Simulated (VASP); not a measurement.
Wanted: the native input for a VASP 6.6.1 run.

```yaml
Task: single point
Functional: PBE
Potentials_or_basis: VASP PAW PBE potentials, release 64 (Hf_pv, O)
Cutoff: 520 eV
k_mesh: 4 × 6 × 6
Occupations: gaussian, width 0.02 eV
Spin: no spin polarisation
Dipole_correction: no
Further_INCAR_settings: ALGO = Normal; EDIFF = 1e-06; NBANDS = 56
```

The structure of HfO2 lies in POSCAR:

```
HfO2
1.0
    5.1900736372      0.0000000000      0.0000000000
    0.0000000000      4.9742978800      0.0000000000
    0.0000000000      0.0000000000      4.9840765476
Hf O
4 8
Direct
    0.0332422364      0.2688554152      0.2464287415
    0.4667577636      0.2688554152      0.7464287415
    0.5332422364      0.7311445848      0.2464287415
    0.9667577636      0.7311445848      0.7464287415
    0.3752211466      0.0800319890      0.3709330806
    0.1247788534      0.0800319890      0.8709330806
    0.7399377633      0.4542009916      0.4956381780
    0.7600622367      0.4542009916      0.9956381780
    0.2600622367      0.5457990084      0.9956381780
    0.2399377633      0.5457990084      0.4956381780
    0.8752211466      0.9199680110      0.3709330806
    0.6247788534      0.9199680110      0.8709330806
```

This cell differs from its parent crystal: volume scaled by 0.94, then relaxed in part.

The input as run:

INCAR

```
SYSTEM = HfO2
PREC = Accurate
ENCUT = 520
EDIFF = 1E-6
ISMEAR = 0
SIGMA = 0.02
LREAL = .FALSE.
LASPH = .TRUE.
NELM = 100
ALGO = Normal
ISIF = 2
LWAVE = .FALSE.
LCHARG = .TRUE.
GGA = PE
LELF = .TRUE.
LVHAR = .TRUE.
NBANDS = 56
```

KPOINTS

```
Automatic mesh
0
G
  4 6 6
  0 0 0
```

Potentials or basis: VASP PAW PBE potentials, release 64 (Hf_pv, O).

The run is started by

```bash
$ cat potpaw_PBE.64/Hf_pv/POTCAR potpaw_PBE.64/O/POTCAR > POTCAR
$ mpirun -np 1 vasp_std > vasp.out
```

It gave:

The pressure is 10.7 GPa. The largest force is 0.060 eV/Å. The band gap on the k mesh is 4.51 eV, indirect (least direct gap 4.64 eV).

Caveat: spin-orbit coupling is left out, which moves the levels of the heavy elements.

Wall time 4.2 min on 1 thread of AMD EPYC 9R45 96-Core Processor (Zen 5) (shared host), peak memory 0.36 GiB.
